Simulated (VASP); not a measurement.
Input of a VASP 6.6.1 run:

File INCAR:

```
PREC     = Accurate       # precision mode
ENCUT    = 560            # plane-wave cutoff, eV
EDIFF    = 1E-6           # SCF threshold, eV
ISMEAR   = 1              # smearing method
SIGMA    = 0.1            # smearing width, eV
LREAL    = False          # projectors in reciprocal space
LASPH    = True           # aspherical terms in the spheres
NELM     = 120            # most SCF steps
ALGO     = Normal         # electronic algorithm
ISIF     = 2              # what is computed and relaxed
LWAVE    = False          # write WAVECAR
LCHARG   = False          # write CHGCAR
GGA      = CA             # functional
NBANDS   = 22             # bands
GGA_COMPAT= False
```

Contents of KPOINTS:

```
regular mesh
0
Gamma
  11 11 6
```

The input POSCAR:

```
Re
1.0
    2.7372168791      0.0000000000      0.0000000000
   -1.3686084395      2.3704993530      0.0000000000
    0.0000000000      0.0000000000      4.4158940013
Re
2
Direct
    0.6666666667      0.3333333333      0.7500000000
    0.3333333333      0.6666666667      0.2500000000
```

Potentials or basis: VASP PAW LDA potentials, release 64 (Re_sv_GW).

Command:

```console
$ cat potpaw_LDA.64/Re_sv_GW/POTCAR > POTCAR
$ mpirun -np 1 vasp_std > vasp.out
```

(1) Estimate the band gap on the k mesh.

(2) Predict the pressure.

## Answers

(1) zero (bands 15 and 16 overlap by 3.34 eV).

(2) -0.1 GPa.

Caveat: spin-orbit coupling is left out, which moves the levels of the heavy elements.
